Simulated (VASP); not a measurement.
# Au in VASP: notebook, part 2 of 2

VASP 6.6.1. The steps go on from the part before.

### 4 Electric field gradients, LDA (z stretched by +1.5 % at fixed volume)

INCAR reads:

```
PREC = Accurate
ENCUT = 400
EDIFF = 1E-8
ISMEAR = -1
SIGMA = 0.03
LREAL = False
LASPH = True
NELM = 120
ALGO = Normal
ISIF = 2
LWAVE = False
LCHARG = False
LEFG = True
NBANDS = 12
GGA_COMPAT = False
```

KPOINTS reads:

```
regular mesh
0
Gamma
  15 15 15
```

POSCAR reads:

```
Au
1.0
    0.0000000000      2.0701757388      2.1169289297
    2.0701757388      0.0000000000      2.1169289297
    2.0701757388      2.0701757388      0.0000000000
Au
1
Direct
    0.0000000000      0.0000000000      0.0000000000
```

Potentials or basis: VASP PAW LDA potentials, release 64 (Au).

Launch:

```bash
$ cat potpaw_LDA.64/Au/POTCAR > POTCAR
$ mpirun -np 1 vasp_std > vasp.out
```

OUTCAR:

```text
PREC = Accurate
   ENCUT = 400
   EDIFF = 1E-8
   ISMEAR = -1
   LREAL = False
   LASPH = True
   NELM = 120
   ISIF = 2

 ion  position               nearest neighbor table
   1  0.000  0.000  0.000-

  LATTYP: Found a body centered tetragonal cell.
 ALAT       =     2.9276706063
 C/A-ratio  =     1.4461523951

  Lattice vectors:

 A1 = (  -2.0701757388,   0.0000000000,   2.1169289297)
 A2 = (   2.0701757388,   0.0000000000,   2.1169289297)
 A3 = (   0.0000000000,   2.0701757388,  -2.1169289297)

Analysis of symmetry for initial positions (statically):
=====================================================================
 Subroutine PRICEL returns:
 Original cell was already a primitive cell.

 Routine SETGRP: Setting up the symmetry group for a
 body centered tetragonal supercell.

 Subroutine GETGRP returns: Found 16 space group operations
 (whereof 16 operations were pure point group operations)
 out of a pool of 16 trial point group operations.

The static configuration has the point symmetry D_4h.

Analysis of symmetry for dynamics (positions and initial velocities):
=====================================================================
 Subroutine PRICEL returns:
 Original cell was already a primitive cell.

 Routine SETGRP: Setting up the symmetry group for a
 body centered tetragonal supercell.

 Subroutine GETGRP returns: Found 16 space group operations
 (whereof 16 operations were pure point group operations)
 out of a pool of 16 trial point group operations.

The dynamic configuration has the point symmetry D_4h.

 Subroutine INISYM returns: Found 16 space group operations
[... 152 lines left out ...]
      2       3.7471      2.00000
      3       3.9352      2.00000
      4       3.9352      2.00000
      5       5.1468      2.00000
      6       5.3455      2.00000
      7      22.8242      0.00000
      8      26.2026      0.00000
      9      26.5067      0.00000
     10      26.5067      0.00000
     11      31.2507      0.00000
     12      35.0258      0.00000
[... 331 lines left out ...]
 k-point    24 :       0.2000    0.1333    0.0000
  band No.  band energies     occupation
      1       0.2044      2.00000
      2       3.2767      2.00000
      3       4.3357      2.00000
      4       4.4320      2.00000
      5       4.7687      2.00000
      6       5.5711      2.00000
      7      22.9371      0.00000
      8      24.1777      0.00000
      9      24.9240      0.00000
     10      26.0424      0.00000
     11      28.4787      0.00000
     12      32.4034      0.00000

 [... further k-points ...]
[... 5 lines left out ...]
  --------------------------------------------------------------------------------------
  -------------------------------------------------------------------------------------
  Total       -1.4968043     -1.4968043     -1.5049066      0.0000000     -0.0000000      0.0000000
  in kB     -132.1675647   -132.1675647   -132.8830042      0.0000000     -0.0000000      0.0000000
  external PRESSURE =    -132.4060446 kB  Pullay stress =       0.0000000 kB

 VOLUME and BASIS-vectors are now :
 -----------------------------------------------------------------------------
  energy-cutoff  :      400.00
  volume of cell :       18.14
      direct lattice vectors                 reciprocal lattice vectors
     0.000000000  2.070175739  2.116928930    -0.241525389  0.241525389  0.236191207
     2.070175739  0.000000000  2.116928930     0.241525389 -0.241525389  0.236191207
     2.070175739  2.070175739  0.000000000     0.241525389  0.241525389 -0.236191207

 POSITION                                       TOTAL-FORCE (eV/Angst)
 -----------------------------------------------------------------------------------
      0.00000      0.00000      0.00000         0.000000      0.000000     -0.000000
 -----------------------------------------------------------------------------------
    total drift:                                0.000000      0.000000      0.000000

  FREE ENERGIE OF THE ION-ELECTRON SYSTEM (eV)
  ---------------------------------------------------
  free  energy   TOTEN  =        -4.3769859643 eV

  energy  without entropy=       -4.3758219587  energy(sigma->0) =       -4.37640396

 Electric field gradients (V/A^2)
---------------------------------------------------------------------
 ion       V_xx      V_yy      V_zz      V_xy      V_xz      V_yz
---------------------------------------------------------------------
   1      -0.098    -0.098     0.197     0.001    -0.000    -0.000
---------------------------------------------------------------------

 Electric field gradients after diagonalization (V/A^2)
 (convention: |V_zz| > |V_xx| > |V_yy|)
----------------------------------------------------------------------
 ion       V_xx      V_yy      V_zz     asymmetry (V_yy - V_xx)/ V_zz
----------------------------------------------------------------------
   1      -0.099    -0.098     0.197       0.007
----------------------------------------------------------------------

           NMR quadrupolar parameters

 Cq : quadrupolar parameter    Cq=e*Q*V_zz/h
 eta: asymmetry parameters     (V_yy - V_xx)/ V_zz
 Q  : nuclear electric quadrupole moment in mb (millibarn)
----------------------------------------------------------------------
 ion       Cq(MHz)       eta       Q (mb)
----------------------------------------------------------------------
   1       0.000       0.007       1.000
----------------------------------------------------------------------
```

OSZICAR:

```text
N       E                     dE             d eps       ncg     rms          rms(c)
DAV:   1     0.365392958575E+02    0.36539E+02   -0.47158E+03  7720   0.642E+02
DAV:   2    -0.424834807721E+01   -0.40788E+02   -0.38413E+02  8152   0.158E+02
DAV:   3    -0.470475757759E+01   -0.45641E+00   -0.45608E+00  8300   0.161E+01
DAV:   4    -0.470631186400E+01   -0.15543E-02   -0.15542E-02  8372   0.109E+00
DAV:   5    -0.470632375323E+01   -0.11889E-04   -0.11889E-04  8448   0.908E-02    0.791E+00
DAV:   6    -0.439733689486E+01    0.30899E+00   -0.93106E-01  7396   0.747E+00    0.509E+00
DAV:   7    -0.438008063332E+01    0.17256E-01   -0.46299E-02  8196   0.165E+00    0.268E+00
DAV:   8    -0.437698847403E+01    0.30922E-02   -0.10482E-03  7908   0.311E-01    0.239E-01
DAV:   9    -0.437698539085E+01    0.30832E-05   -0.66649E-06  8248   0.218E-02    0.113E-02
DAV:  10    -0.437698595679E+01   -0.56594E-06   -0.95241E-07  8356   0.719E-03    0.255E-03
DAV:  11    -0.437698596433E+01   -0.75386E-08   -0.35252E-08  8380   0.142E-03
   1 F= -.43769860E+01 E0= -.43764040E+01  d E =-.116401E-02
```

Run time: 14 s. Hardware: 1 thread of Intel Xeon 6975P-C (Granite Rapids), shared host; peak memory 0.15 GiB.

What came out:

| Quantity | Value |
| --- | --- |
| Free energy | -4.3770 eV |
| Pressure | -13.2 GPa |

Caveat: without QUAD_EFG the Cq values of the log hold for a quadrupole moment of 1 mb, not for the nuclei; spin-orbit coupling is left out, which moves the levels of the heavy elements.

### 5 Overview

```csv
cell,k mesh,cutoff (eV),gap on the mesh (eV),pressure (GPa)
"a = 3.007 Å, angles 60.0°, 1 atom",15 × 15 × 15,520,none,-18.5
"a = 2.950 Å, angles 60.0°, 1 atom",8 × 8 × 8,520,none,-12.4
"a = 2.961, b = 2.961, c = 2.928 Å, angles 60.4, 60.4, 59.3°, 1 atom",15 × 15 × 15,400,none,-13.2
```

Alike in all rows: task electric field gradients; level LDA; potentials or basis VASP PAW LDA potentials, release 64 (Au); no spin polarisation; smearing fermi-dirac 0.03 eV.

Caveats: spin-orbit coupling is left out, which moves the levels of the heavy elements.

Total energies depend on the potentials used, so only differences within one code and one set of settings carry meaning.
